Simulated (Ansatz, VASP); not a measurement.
# One calculation of InAs, two programs

Contents of INCAR:

```
PREC = Accurate
ENCUT = 520
EDIFF = 1E-6
ISMEAR = 0
SIGMA = 0.15
LREAL = False
LASPH = True
NELM = 60
ALGO = Normal
ISIF = 2
LWAVE = False
LCHARG = False
GGA = PE
NBANDS = 16
```

File KPOINTS:

```
Automatic mesh
0
Gamma
  16 16 16
```

The input POSCAR:

```
InAs
1.0
    0.0000000000      3.1861810476      3.0469789630
    3.1861810476      0.0000000000      3.0469789630
    3.1861810476      3.1861810476      0.0000000000
In As
1 1
Direct
    0.0000000000      0.0000000000      0.0000000000
    0.7500000000      0.7500000000      0.7500000000
```

Input for Ansatz:

```yaml
crystal:
  lattice:
    - [0.0, 3.1861810476, 3.046978963]
    - [3.1861810476, 0.0, 3.046978963]
    - [3.1861810476, 3.1861810476, 0.0]
  atoms:
    - { symbol: In, position: [0.0, 0.0, 0.0] }
    - { symbol: As, position: [0.75, 0.75, 0.75] }
basis:
  ecutwfc: 420
kpoints:
  mp_grid: { grid: [16, 16, 16] }
hamiltonian:
  xc: pbe
scf:
  occupations: { method: gaussian, width: 0.15 }
output:
  forces: true
  stress: true
  eigenvalues: true
```

Change from the starting cell: strain +0.030 along x and y, -0.015 along z, atoms carried along.

Alike in both runs: task single point; functional PBE; k mesh 16 × 16 × 16; occupations gaussian, width 0.15 eV; no spin polarisation.

```csv
,VASP,Ansatz
version,VASP 6.6.1,Ansatz 0.2.0
potentials or method,"VASP PAW PBE potentials, release 64 (In_d, As), cutoff 520 eV","scalar-relativistic, plane waves, PAW"
valence electrons in the cell,18,28
```

```tsv
	VASP	Ansatz	Ansatz less VASP
pressure (GPa)	-1.9	-1.9	-0.03
traceless stress, the component that is largest in VASP (GPa)	0.92	0.93	+0.001
```

VASP's potentials hold 18 valence electrons a cell and Ansatz's 28, so a difference there can come from the potentials and not from the codes.
